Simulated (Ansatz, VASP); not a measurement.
# Si2W: VASP beside Ansatz

```
CELL_PARAMETERS angstrom
-1.49584 1.49584 3.87781
1.49584 -1.49584 3.87781
1.49584 1.49584 -3.87781
ATOMIC_POSITIONS crystal
Si 0.33466 0.33466 0.00000
Si 0.66534 0.66534 0.00000
W 0.00000 0.00000 0.00000
```

Alike in both runs: task single point; functional LDA; k mesh 20 × 20 × 20; occupations gaussian, width 0.15 eV; no spin polarisation.

|  | VASP | Ansatz |
| --- | --- | --- |
| version | VASP 6.6.1 | Ansatz 0.2.0 |
| potentials or method | VASP PAW LDA potentials, release 64 (Si, W_sv), cutoff 520 eV | scalar-relativistic, plane waves, PAW |
| valence electrons in the cell | 22 | 22 |

```tsv
	VASP	Ansatz	Ansatz less VASP
gap on the k mesh at the Fermi level (eV)	none	none	-
rms of the force components (eV/Å)	0.245	0.232	-0.0126
```

Ansatz warns that its potentials were made for another functional, while VASP's fit it. LDA's correlation is that of Perdew and Zunger in VASP and of Perdew and Wang (1992) in Ansatz. Atom by atom the forces differ by 0.013 eV/Å (rms over components). A gap of «none» marks a metal or a gap that the smearing closes.

Neither program's run includes spin-orbit coupling.
